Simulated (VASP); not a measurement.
Wanted: the native input for a VASP 6.6.1 run.

```
Task                               : single point
Functional                         : BHLYP
Potentials or basis                : VASP PAW PBE potentials, release 64 (Os)
Cutoff                             : 520 eV
k mesh                             : 6 × 6 × 3
Occupations                        : fermi-dirac, width 0.05 eV
Spin                               : no spin polarisation
Dipole correction                  : no
Grid for exact exchange (PRECFOCK) : Normal
Further INCAR settings             : ALGO = Normal; EDIFF = 1e-07; NBANDS = 15
Share of exact exchange            : 0.5
```

Crystal: Os.

```
Os
1.0
     2.75221    0.00000    0.00000
    -1.37610    2.38348    0.00000
     0.00000    0.00000    4.34831
Os
2
Direct
  0.66667 0.33333 0.75000
  0.33333 0.66667 0.25000
```

One way to write it, as run:

POSCAR

```
Os
1.0
    2.7522071502      0.0000000000      0.0000000000
   -1.3761035751      2.3834813086      0.0000000000
    0.0000000000      0.0000000000      4.3483081185
Os
2
Direct
    0.6666666667      0.3333333333      0.7500000000
    0.3333333333      0.6666666667      0.2500000000
```

INCAR.step1

```
SYSTEM = Os
ALGO = Normal
EDIFF = 1E-5
ENCUT = 520
GGA = PE
ISIF = 2
ISMEAR = -1
LASPH = .True.
LCHARG = .False.
LREAL = .False.
LWAVE = .True.
NBANDS = 15
NELM = 80
PREC = Accurate
SIGMA = 0.05
```

INCAR.step2

```
SYSTEM = Os
AEXX = 0.5
AGGAC = 1.0
AGGAX = 0.5
ALDAC = 0.0
ALDAX = 0.5
ALGO = Normal
EDIFF = 1E-7
ENCUT = 520
GGA = B5
ISIF = 2
ISMEAR = -1
ISTART = 1
LASPH = .True.
LCHARG = .False.
LHFCALC = .True.
LREAL = .False.
LWAVE = .False.
NBANDS = 15
NELM = 80
PREC = Accurate
PRECFOCK = Normal
SIGMA = 0.05
```

KPOINTS

```
k-points
0
Gamma
  6 6 3
  0 0 0
```

Potentials or basis: VASP PAW PBE potentials, release 64 (Os).

Run with:

```sh
$ cat potpaw_PBE.64/Os/POTCAR > POTCAR
$ cp INCAR.step1 INCAR
$ mpirun -np 1 vasp_std > vasp.out
$ cp INCAR.step2 INCAR
$ mpirun -np 1 vasp_std > vasp.out
```

Results of the run:

```json
{
  "Pressure": "-6.6 GPa",
  "Band gap on the k mesh": "zero (bands 8 and 9 overlap by 6.70 eV)"
}
```

Caveat: the k points lie up to 0.48 Å⁻¹ apart, too coarse for converged energies and pressures of a metal; the PAW data sets were made with another functional, which shifts forces and pressure a little; spin-orbit coupling is left out, which moves the levels of the heavy elements.

It took 10 min on 1 thread of Intel(R) Xeon(R) Platinum 8488C (Sapphire Rapids), on a shared host, peak memory 0.15 GiB.
